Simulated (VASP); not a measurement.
**MoS2: electric field gradients with LDA**

MoS2:

```
Mo S
1.0
     3.06617    0.00000    0.00000
    -1.53309    2.65538    0.00000
     0.00000    0.00000   12.29500
Mo S
2 4
Direct
  0.33333 0.66667 0.25000
  0.66667 0.33333 0.75000
  0.33333 0.66667 0.62750
  0.66667 0.33333 0.12750
  0.33333 0.66667 0.87250
  0.66667 0.33333 0.37250
```

This cell differs from its parent crystal: equal xx and yy strain of -3 %.

| Quantity | Value |
| --- | --- |
| Program | VASP 6.6.1 |
| Task | electric field gradients |
| Functional | LDA |
| Potentials or basis | VASP PAW LDA potentials, release 64 (Mo_sv, S) |
| Cutoff | 520 eV |
| k mesh | 10 × 10 × 3 |
| Occupations | fermi-dirac, width 0.03 eV |
| Spin | no spin polarisation |
| Dipole correction | no |
| Further INCAR settings | ALGO = Normal; EDIFF = 1e-08; NBANDS = 35 |

- Pressure: 12.1 GPa
- Largest force: 1.544 eV/Å
- Band gap on the k mesh: 0.96 eV (least direct gap 2.15 eV)
- Largest electric field gradient by atom: Mo -93.8; S -63.0 V/Å²

Forces on the atoms (eV/Å):
```
Mo   0.000  0.000  0.000
Mo   0.000  0.000  0.000
S    0.000  0.000 -1.544
S    0.000  0.000 -1.544
S    0.000  0.000  1.544
S    0.000  0.000  1.544
```

Stress tensor (GPa, compression positive):
```
11.26  0.00  0.00
 0.00 11.26  0.00
 0.00  0.00 13.85
```

Levels at points of the mesh, in eV from the valence-band top:
```csv
k point,band 23,band 24,band 25,band 26,band 27,band 28,band 29,band 30
"(0.00, 0.00, 0.00)",-2.37,-1.42,-1.39,0.00,2.36,2.36,2.37,2.37
"(0.50, 0.00, 0.00)",-1.72,-1.56,-1.50,-1.42,1.85,1.89,2.28,2.58
```

Electric field gradients, principal values (V/Å²):
| atom | least | middle | greatest (by size) |
| --- | --- | --- | --- |
| 1 Mo | 46.879 | 46.879 | -93.758 |
| 2 Mo | 46.879 | 46.879 | -93.758 |
| 3 S | 31.522 | 31.523 | -63.045 |
| 4 S | 31.522 | 31.523 | -63.045 |
| 5 S | 31.522 | 31.523 | -63.045 |
| 6 S | 31.522 | 31.523 | -63.045 |

Wall time 66 s on 1 thread of AMD EPYC 9R45 (Zen 5), on a shared host, peak memory 0.2 GiB.

Caveat: the cell differs from its parent crystal (equal xx and yy strain of -3 %); the cell stands under pressure; without QUAD_EFG the Cq values of the log hold for a quadrupole moment of 1 mb, not for the nuclei; forces of over 1 eV/Å act on the atoms, so gaps and moduli don't describe the material at rest. A k mesh can miss the band edges.
